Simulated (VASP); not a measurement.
Here is a VASP 6.6.1 calculation.

INCAR

```
PREC = Accurate ; ENCUT = 520
EDIFF = 1E-6 ; ISMEAR = -1
SIGMA = 0.02 ; LREAL = F
LASPH = T ; NELM = 80
ALGO = Normal ; ISIF = 2
LWAVE = F ; LCHARG = T
GGA = PE ; LELF = T
LVHAR = T ; NBANDS = 35
```

KPOINTS

```
Automatic mesh
0
Gamma
  8 8 8
```

Contents of POSCAR:

```
Al2O3
1.0
    2.3802500000      1.3742379782      4.4185040000
   -2.3802500000      1.3742379782      4.4185040000
    0.0000000000     -2.7484759565      4.4185040000
Al O
4 6
Direct
    0.3515582435      0.3515582435      0.3515582435
    0.1484417565      0.1484417565      0.1484417565
    0.6484417565      0.6484417565      0.6484417565
    0.8515582435      0.8515582435      0.8515582435
    0.5569945129      0.9430054871      0.2500000000
    0.2500000000      0.5569945129      0.9430054871
    0.9430054871      0.2500000000      0.5569945129
    0.4430054871      0.0569945129      0.7500000000
    0.7500000000      0.4430054871      0.0569945129
    0.0569945129      0.7500000000      0.4430054871
```

Potentials or basis: VASP PAW PBE potentials, release 64 (Al, O).

Launch:

```bash
$ cat potpaw_PBE.64/Al/POTCAR potpaw_PBE.64/O/POTCAR > POTCAR
$ mpirun -np 1 vasp_std > vasp.out
```

(1) Estimate the largest force.

(2) What does it give for the pressure?

(3) Predict the band gap on the k mesh.

Results:

(1) 0.018 eV/Å.

(2) 2.4 GPa.

(3) 5.97 eV, direct.

Caveat: the cell differs from its parent crystal (z stretched by +2 %, then relaxed in part).
